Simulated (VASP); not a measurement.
Here is a VASP 6.6.1 calculation.

The input INCAR:

```
SYSTEM = Hf4C
ALGO = Normal ; EDIFF = 1E-6
ENCUT = 520 ; GGA = PE
ISIF = 2 ; ISMEAR = 0
LASPH = .TRUE. ; LCHARG = .FALSE.
LREAL = .FALSE. ; LWAVE = .FALSE.
NBANDS = 30 ; NELM = 80
PREC = Accurate ; SIGMA = 0.1
```

The input KPOINTS:

```
k-points
0
G
  12 12 4
  0 0 0
```

The input POSCAR:

```
Hf4C
1.0
    3.2475980563      0.0000000000      0.0000000000
   -1.6237990282      2.8125024180      0.0000000000
    0.0000000000      0.0000000000     10.3636916314
Hf C
4 1
Direct
    0.6666666667      0.3333333333      0.8757598064
    0.3333333333      0.6666666667      0.1242401936
    0.6666666667      0.3333333333      0.3819572959
    0.3333333333      0.6666666667      0.6180427041
    0.0000000000      0.0000000000      0.0000000000
```

Potentials or basis: VASP PAW PBE potentials, release 64 (Hf_pv, C).

Run with:

```bash
$ cat potpaw_PBE.64/Hf_pv/POTCAR potpaw_PBE.64/C/POTCAR > POTCAR
$ mpirun -np 1 vasp_std > vasp.out
```

Question: Predict the pressure.

Answer: -0.5 GPa.

Question: Estimate the band gap on the k mesh.

Answer: Zero (band 22 reaches 6.15 eV, above the bottom of band 23 at 4.44 eV).

Question: Estimate the largest force.

Answer: 0.058 eV/Å.

Forces in eV/Å, atoms in the order of the input:
```
Hf   0.000  0.000  0.058
Hf   0.000  0.000 -0.058
Hf   0.000  0.000  0.026
Hf   0.000  0.000 -0.026
C    0.000  0.000  0.000
```

Caveat: spin-orbit coupling is left out, which moves the levels of the heavy elements.
